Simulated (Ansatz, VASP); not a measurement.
## BiSb3O2: VASP beside Ansatz

```
Sb Bi O
1.0
     6.40838    0.00000    0.00000
    -3.20419    5.54982    0.00000
     0.00000    0.00000    3.75693
Sb Bi O
3 1 2
Direct
  0.00000 0.50000 0.00000
  0.50000 0.50000 0.00000
  0.50000 0.00000 0.00000
  0.00000 0.00000 0.50000
  0.66667 0.33333 0.50000
  0.33333 0.66667 0.50000
```

Change from the starting cell: species swapped into the DyB2Rh3 type (P6/mmm, No. 191).

Alike in both runs: task relaxation of cell and atoms; functional PBE; k mesh 3 × 3 × 4; occupations gaussian, width 0.1 eV; no spin polarisation.

|  | VASP | Ansatz |
| --- | --- | --- |
| version | VASP 6.6.1 | Ansatz 0.2.0 |
| potentials or method | VASP PAW PBE potentials, release 64 (Sb, Bi_d, O), cutoff 600 eV | scalar-relativistic, plane waves, PAW |
| valence electrons in the cell | 42 | 72 |

|  | VASP | Ansatz | Ansatz less VASP |
| --- | --- | --- | --- |
| gap on the k mesh at the Fermi level, each at its own relaxed structure (eV) | none | none | - |
| relaxed volume (Å³/atom) | 20.79 | 20.97 | +0.177 |
| relaxed cell length with the largest relative difference (Å) | 3.549 | 3.563 | +0.0141 |

A gap of «none» marks a metal or a gap that the smearing closes. VASP's potentials hold 42 valence electrons a cell and Ansatz's 72, so a difference there can come from the potentials and not from the codes.

The k mesh is coarse, so the values compare programs but aren't converged. Spin-orbit coupling is off throughout.
